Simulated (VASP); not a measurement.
Here is a VASP 6.6.1 calculation.

INCAR

```
SYSTEM = LiF
PREC = Accurate
ENCUT = 520
EDIFF = 1E-6
ISMEAR = 0
SIGMA = 0.05
LREAL = .FALSE.
LASPH = .TRUE.
NELM = 80
ALGO = Normal
ISIF = 2
LWAVE = .FALSE.
LCHARG = .TRUE.
GGA = PE
LELF = .TRUE.
LVHAR = .TRUE.
NBANDS = 12
```

KPOINTS

```
Automatic mesh
0
G
  12 12 12
  0 0 0
```

POSCAR

```
LiF
1.0
    0.0000000000      2.0140000000      2.0140000000
    2.0140000000      0.0000000000      2.0140000000
    2.0140000000      2.0140000000      0.0000000000
Li F
1 1
Direct
    0.0000000000      0.0000000000      0.0000000000
    0.5000000000      0.5000000000      0.5000000000
```

Potentials or basis: VASP PAW PBE potentials, release 64 (Li_sv, F).

Launch:

```bash
$ cat potpaw_PBE.64/Li_sv/POTCAR potpaw_PBE.64/F/POTCAR > POTCAR
$ mpirun -np 1 vasp_std > vasp.out
```

(1) Estimate the band gap on the k mesh.

Answers

(1) 9.09 eV, direct.
